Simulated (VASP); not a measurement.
# SiBBr (P4/mmm) in VASP: a series of runs

Runs on SiBBr. Level: PBE. Tasks: single point, relaxation of cell and atoms.

Everything below comes from runs of VASP 6.6.1. Logs are shortened: lines on timing, memory, paths and dates and some standing lists are left out, and cuts for length are marked.

## (1) The cell of the first run

It takes space group P4/mmm (No. 123, tetragonal). The conventional cell has a = 2.936 Å, b = 2.936 Å, c = 4.861 Å, α = 90.00°, β = 90.00°, γ = 90.00°. Within 3.2 Å of Si (site symmetry 4/mmm) lie 2 Br at 2.43 Å and 4 Si at 2.94 Å and 8 B at 3.20 Å. B (site symmetry 4/mmm) has 4 Br at 2.08 Å within 2.7 Å. Br (site symmetry 4/mmm) has 4 B at 2.08 Å and 2 Si at 2.43 Å within 2.7 Å.

## (2) Single point, PBE

Contents of INCAR:

```
PREC = Accurate ; ENCUT = 520
EDIFF = 1E-7 ; ISMEAR = 0
SIGMA = 0.1 ; LREAL = False
LASPH = True ; NELM = 100
ALGO = Normal ; ISIF = 2
LWAVE = False ; LCHARG = False
GGA = PE ; NBANDS = 14
```

Contents of KPOINTS:

```
regular mesh
0
Gamma
  6 6 4
```

Contents of POSCAR:

```
SiBBr
1.0
    2.9361492500      0.0000000000      0.0000000000
    0.0000000000      2.9361492500      0.0000000000
    0.0000000000      0.0000000000      4.8611619800
Si B Br
1 1 1
Direct
    0.0000000000      0.0000000000      0.5000000000
    0.5000000000      0.5000000000      0.0000000000
    0.0000000000      0.0000000000      0.0000000000
```

Potentials or basis: VASP PAW PBE potentials, release 64 (Si, B, Br).

Command:

```sh
$ cat potpaw_PBE.64/Si/POTCAR potpaw_PBE.64/B/POTCAR potpaw_PBE.64/Br/POTCAR > POTCAR
$ mpirun -np 1 vasp_std > vasp.out
```

OUTCAR:

```text
PREC = Accurate
   ENCUT = 520
   EDIFF = 1E-7
   ISMEAR = 0
   LREAL = False
   LASPH = True
   NELM = 100
   ISIF = 2
   GGA = PE

 ion  position               nearest neighbor table
   1  0.000  0.000  0.500-   3 2.43   3 2.43
   2  0.500  0.500  0.000-   3 2.08   3 2.08   3 2.08   3 2.08
   3  0.000  0.000  0.000-   2 2.08   2 2.08   2 2.08   2 2.08   1 2.43   1 2.43

  LATTYP: Found a simple tetragonal cell.
 ALAT       =     2.9361492500
 C/A-ratio  =     1.6556249584

  Lattice vectors:

 A1 = (   2.9361492500,   0.0000000000,   0.0000000000)
 A2 = (   0.0000000000,   2.9361492500,   0.0000000000)
 A3 = (   0.0000000000,   0.0000000000,   4.8611619800)

Analysis of symmetry for initial positions (statically):
=====================================================================
 Subroutine PRICEL returns:
 Original cell was already a primitive cell.

 Routine SETGRP: Setting up the symmetry group for a
 simple tetragonal supercell.

 Subroutine GETGRP returns: Found 16 space group operations
 (whereof 16 operations were pure point group operations)
 out of a pool of 16 trial point group operations.

The static configuration has the point symmetry D_4h.

Analysis of symmetry for dynamics (positions and initial velocities):
=====================================================================
 Subroutine PRICEL returns:
 Original cell was already a primitive cell.

 Routine SETGRP: Setting up the symmetry group for a
 simple tetragonal supercell.

 Subroutine GETGRP returns: Found 16 space group operations
 (whereof 16 operations were pure point group operations)
 out of a pool of 16 trial point group operations.

The dynamic configuration has the point symmetry D_4h.

 Subroutine INISYM returns: Found 16 space group operations
 (whereof 16 operations are pure point group operations),
 and found     1 'primitive' translations

----------------------------------------------------------------------------------------

                                     Primitive cell

  volume of cell :      41.9079

  direct lattice vectors                    reciprocal lattice vectors
     2.936149250  0.000000000  0.000000000     0.340582142  0.000000000  0.000000000
     0.000000000  2.936149250  0.000000000     0.000000000  0.340582142  0.000000000
     0.000000000  0.000000000  4.861161980     0.000000000  0.000000000  0.205712133

  length of vectors
     2.936149250  2.936149250  4.861161980     0.340582142  0.340582142  0.205712133

[... 89 lines left out ...]
   ISYM   =      2    0-nonsym 1-usesym 2-fastsym
   POTIM  = 0.5000    time-step for ionic-motion
   TEBEG  =    0.0;   TEEND  =   0.0 temperature during run
   PSTRESS=    0.0 pullay stress
   NELECT =      14.0000    total number of electrons
   NUPDOWN=      -1.0000    fix difference up-down
   EMIN   =  10.00;   EMAX   =-10.00  energy-range for DOS
   EFERMI =   0.00;   METHOD = LEGACY
   ISMEAR =     0;   SIGMA  =   0.10  broadening in eV -4-tet -1-fermi 0-gaus
   EFERMI_NEDOS =   21; number of points for ismear=-14 and -15
   IALGO  =     38    algorithm
   IMIX   =      4    mixing-type and parameters
     AMIX     =   0.40;   BMIX     =  1.00
     AMIX_MAG =   1.60;   BMIX_MAG =  1.00
  volume/ion in A,a.u.               =      13.97        94.27
  Fermi-wavevector in a.u.,A,eV,Ry     =   1.135931  2.146599 17.556140  1.290340
  Thomas-Fermi vector in A             =   2.272636
   LORBIT       =      0    0 simple, 1 ext, 2 COOP (PROOUT), +10 PAW based schemes
   GGA     = PE    functional components
   LHFCALC =     F    Hartree Fock is set to
   AEXX    =    0.0000 exact exchange contribution
   IVDW    =     0    specifies the selected vdW correction
   LEPSILON=     F    determine dielectric tensor
   LRPA    =     F    only Hartree local field effects (RPA)
 non-spin polarized calculation
 Gauss-broadening in eV      SIGMA  =   0.10
  energy-cutoff  :      520.00
  volume of cell :       41.91
 maximum number of plane-waves:      1144
 NGX is ok and might be reduce to    24
   NGX = 11   NGY = 11   NGZ = 19

 number of electron      14.0000000 magnetization

 Free energy of the ion-electron system (eV)
  ---------------------------------------------------
  ext. energy  EPLUGINS =         0.00000000
  ---------------------------------------------------
  free energy    TOTEN  =        -7.21646937 eV

  energy without entropy =       -7.20727492  energy(sigma->0) =       -7.21187214

 E-fermi :   8.4859     XC(G=0): -11.0034

 val. band max:        8.4400914994   @ k =   0.5000   0.0000   0.5000
 cond. band min:       8.5187900967   @ k =   0.1667   0.1667   0.2500
 fundamental gap:      0.0786985973
 Fermi energy:         8.4859278336

 k-point     1 :       0.0000    0.0000    0.0000
  band No.  band energies     occupation
      1     -13.0120      2.00000
      2      -1.8044      2.00000
      3      -0.7199      2.00000
      4       2.0293      2.00000
      5       2.0293      2.00000
      6       6.4382      2.00000
      7      11.4402      0.00000
      8      11.4575      0.00000
      9      13.7595      0.00000
     10      13.7595      0.00000
     11      13.8760      0.00000
     12      16.6845      0.00000
     13      16.8133      0.00000
     14      16.8133      0.00000
[... 377 lines left out ...]
      1     -11.3432      2.00000
      2      -4.4612      2.00000
      3      -1.6692      2.00000
      4       3.0551      2.00000
      5       4.7257      2.00000
      6       6.5325      2.00000
      7       8.4401      1.48316
      8       8.5547      0.33111
      9      10.1728      0.00000
     10      10.6657      0.00000
     11      12.7091      0.00000
     12      14.5021      0.00000
     13      14.7637      0.00000
     14      18.7827      0.00000

 [... further k-points ...]
[... 5 lines left out ...]
  --------------------------------------------------------------------------------------
  -------------------------------------------------------------------------------------
  Total        5.3813292      5.3813292      8.3908849      0.0000000      0.0000000      0.0000000
  in kB      205.7329215    205.7329215    320.7908688      0.0000000      0.0000000      0.0000000
  external PRESSURE =     244.0855706 kB  Pullay stress =       0.0000000 kB

 VOLUME and BASIS-vectors are now :
 -----------------------------------------------------------------------------
  energy-cutoff  :      520.00
  volume of cell :       41.91
      direct lattice vectors                 reciprocal lattice vectors
     2.936149250  0.000000000  0.000000000     0.340582142  0.000000000  0.000000000
     0.000000000  2.936149250  0.000000000     0.000000000  0.340582142  0.000000000
     0.000000000  0.000000000  4.861161980     0.000000000  0.000000000  0.205712133

 POSITION                                       TOTAL-FORCE (eV/Angst)
 -----------------------------------------------------------------------------------
      0.00000      0.00000      2.43058         0.000000      0.000000      0.000000
      1.46807      1.46807      0.00000         0.000000      0.000000      0.000000
      0.00000      0.00000      0.00000         0.000000      0.000000      0.000000
 -----------------------------------------------------------------------------------
    total drift:                                0.000000     -0.000000     -0.000000

  FREE ENERGIE OF THE ION-ELECTRON SYSTEM (eV)
  ---------------------------------------------------
  free  energy   TOTEN  =        -7.2164693656 eV

  energy  without entropy=       -7.2072749154  energy(sigma->0) =       -7.21187214
```

It took 20 s on 1 thread of Oxide Virtual Turin-like, shared host; peak memory 0.12 GiB.

What came out:

```yaml
Free_energy: -7.2165 eV
Pressure: 24.4 GPa
Band_gap_on_the_k_mesh: zero (band 7 reaches 11.44 eV, above the bottom of band 8 at 6.42 eV)
```

Stress tensor (GPa, compression positive):
```
20.57  0.00  0.00
 0.00 20.57  0.00
 0.00  0.00 32.08
```

Levels at points of the mesh, in eV from the Fermi level:
```tsv
k point	band 5	band 6	band 7	band 8	band 9	band 10
(0.00, 0.00, 0.00)	-6.46	-2.05	2.95	2.97	5.27	5.27
(0.50, 0.00, 0.00)	-3.80	-3.33	-2.51	0.04	1.22	4.44
(0.50, 0.50, 0.00)	-6.41	-3.52	-1.28	-1.28	0.58	2.59
(0.00, 0.00, 0.50)	-4.30	-2.00	-1.28	2.55	3.35	4.20
(0.50, 0.00, 0.50)	-3.76	-1.95	-0.05	0.07	1.69	2.18
(0.50, 0.50, 0.50)	-6.29	-2.49	-2.49	-0.54	0.75	2.36
```

## (3) Single point, PBE

This run uses another cell than the first one, of 18.43 Å³/atom, 1.319 times its volume.

Contents of INCAR:

```
  PREC = Accurate
  ENCUT = 520
  EDIFF = 1E-6
  ISMEAR = 0
  SIGMA = 0.1
  LREAL = F
  LASPH = T
  NELM = 60
  ALGO = Normal
  ISIF = 2
  LWAVE = F
  LCHARG = F
  GGA = PE
  NBANDS = 14
```

KPOINTS is that of step 2.

Contents of POSCAR:

```
SiBBr
1.0
    3.1147481663      0.0000000000      0.0000000000
    0.0000000000      3.1147481663      0.0000000000
    0.0000000000      0.0000000000      5.6988760737
Si B Br
1 1 1
Direct
    0.0000000000      0.0000000000      0.5000000000
    0.5000000000      0.5000000000      0.0000000000
    0.0000000000      0.0000000000      0.0000000000
```

Potentials or basis: VASP PAW PBE potentials, release 64 (Si, B, Br).

Command:

```sh
$ cat potpaw_PBE.64/Si/POTCAR potpaw_PBE.64/B/POTCAR potpaw_PBE.64/Br/POTCAR > POTCAR
$ mpirun -np 1 vasp_std > vasp.out
```

Run time: 24 s. Hardware: 1 thread of Oxide Virtual Turin-like, shared host; peak memory 0.14 GiB.

It converged, with:

```
Free energy            : -8.0923 eV
Pressure               : 0.0 GPa
Band gap on the k mesh : zero (band 7 reaches 7.47 eV, above the bottom of band 8 at 3.95 eV)
```

Stress tensor (GPa, compression positive):
```
0.00 0.00 0.00
0.00 0.00 0.00
0.00 0.00 0.12
```

Levels at points of the mesh, in eV from the Fermi level:
```
           k point  band 5  band 6  band 7  band 8  band 9  band 10
(0.00, 0.00, 0.00)   -5.82   -2.91    1.95    2.71    3.88     4.38
(0.50, 0.00, 0.00)   -3.71   -2.88   -1.53    0.25    1.05     3.04
(0.50, 0.50, 0.00)   -5.61   -4.32   -1.14   -1.14    0.77     3.56
(0.00, 0.00, 0.50)   -5.31   -2.96   -1.60    2.53    4.04     4.04
(0.50, 0.00, 0.50)   -3.70   -3.58    0.01    0.26    0.62     1.17
(0.50, 0.50, 0.50)   -5.97   -1.94   -1.58   -1.58    0.28     1.61
```

## (4) Relaxation of cell and atoms, PBE

Contents of INCAR:

```
PREC = Accurate
ENCUT = 600
EDIFF = 1E-6
ISMEAR = 0
SIGMA = 0.1
LREAL = F
LASPH = T
NELM = 60
ALGO = Normal
ISIF = 3
LWAVE = F
LCHARG = F
GGA = PE
IBRION = 2
NSW = 90
EDIFFG = -0.04
```

KPOINTS is that of step 3.

Contents of POSCAR:

```
SiBBr
1.0
    2.9361492500      0.0000000000      0.0000000000
    0.0000000000      2.9361492500      0.0000000000
    0.0000000000      0.0000000000      4.8611619800
Si B Br
1 1 1
Direct
    0.0000000000      0.0000000000      0.5000000000
    0.5000000000      0.5000000000      0.0000000000
    0.0000000000      0.0000000000      0.0000000000
```

Command:

```sh
$ cat potpaw_PBE.64/Si/POTCAR potpaw_PBE.64/B/POTCAR potpaw_PBE.64/Br/POTCAR > POTCAR
$ mpirun -np 1 vasp_std > vasp.out
```

It took 1.8 min on 1 thread of Oxide Virtual Turin-like, shared host; peak memory 0.14 GiB.

The run converged. Its results:

| Item | Value |
| --- | --- |
| Free energy | -8.1503 eV |
| Relaxed volume | 20.94 Å³/atom |
| Relaxed cell | a = 3.357 Å, b = 3.357 Å, c = 5.572 Å, α = 90.00°, β = 90.00°, γ = 90.00° |
| Space group after relaxing (to 0.05 Å) | P4/mmm (No. 123) |
| Energy gained by relaxing | 310.9 meV/atom |
| Ionic steps | 13 |
| Pressure after relaxing | 0.0 GPa |
| Band gap on the k mesh | zero (band 7 reaches 6.28 eV, above the bottom of band 8 at 2.90 eV) |

The path:
```tsv
step	energy change (eV)	largest force (eV/Å)	pressure (GPa)	volume (Å³)
1	0.0000	0.0000	24.40	41.91
2	-0.8607	0.0000	1.26	56.15
3	-0.8699	0.0000	1.13	57.38
4	-0.8841	0.0000	1.13	59.91
5	-0.8854	0.0000	-0.62	65.18
6	-0.8916	0.0000	0.80	61.86
7	-0.8928	0.0000	0.45	62.90
8	-0.8925	0.0000	0.64	62.42
9	-0.9262	0.0000	-0.29	63.55
10	-0.9291	0.0000	-0.56	63.90
11	-0.9293	0.0000	-0.65	64.01
12	-0.9323	0.0000	-0.19	63.14
13	-0.9326	0.0000	-0.02	62.81
```

Final structure:
```
CELL_PARAMETERS angstrom
3.35743 0.00000 0.00000
0.00000 3.35743 0.00000
0.00000 0.00000 5.57221
ATOMIC_POSITIONS crystal
Si 0.00000 0.00000 0.50000
B 0.50000 0.50000 0.00000
Br 0.00000 0.00000 0.00000
```

Levels at points of the mesh, in eV from the Fermi level:
| k point | band 4 | band 5 | band 6 | band 7 | band 8 | band 9 | band 10 | band 11 |
| --- | --- | --- | --- | --- | --- | --- | --- | --- |
| (0.00, 0.00, 0.00) | -4.99 | -4.99 | -3.79 | 2.07 | 3.24 | 3.47 | 3.47 | 4.44 |
| (0.50, 0.00, 0.00) | -6.14 | -3.48 | -2.04 | -0.76 | 0.69 | 0.82 | 1.59 | 4.06 |
| (0.50, 0.50, 0.00) | -5.49 | -5.47 | -4.91 | -0.74 | -0.74 | 0.98 | 3.95 | 3.95 |
| (0.00, 0.00, 0.50) | -4.97 | -3.94 | -3.82 | -0.76 | 1.86 | 3.05 | 3.05 | 4.81 |
| (0.50, 0.00, 0.50) | -3.46 | -3.21 | -2.81 | 0.36 | 0.70 | 0.88 | 1.51 | 1.58 |
| (0.50, 0.50, 0.50) | -6.93 | -5.46 | -1.80 | -1.31 | -1.31 | 0.45 | 1.39 | 5.83 |

Caveat: the volume moved by over 15 % at a fixed basis, so the end points are rough.

## (5) Summary

| task | cell | cutoff (eV) | gap on the mesh (eV) | pressure (GPa) |
| --- | --- | --- | --- | --- |
| single point | a = 2.936, b = 2.936, c = 4.861 Å, 3 atoms | 520 | none | 24.4 |
| single point | a = 3.115, b = 3.115, c = 5.699 Å, 3 atoms | 520 | none | 0.0 |
| relaxation of cell and atoms | relaxed from a = 2.936, b = 2.936, c = 4.861 Å, 3 atoms | 600 | none | 0.0 |

Alike in all rows: level PBE; potentials or basis VASP PAW PBE potentials, release 64 (Si, B, Br); no spin polarisation; k mesh 6 × 6 × 4; smearing gaussian 0.1 eV.

Caveats: the volume moved by over 15 % at a fixed basis, so the end points are rough (some runs).

Absolute energies hang on the potentials; compare differences alone.
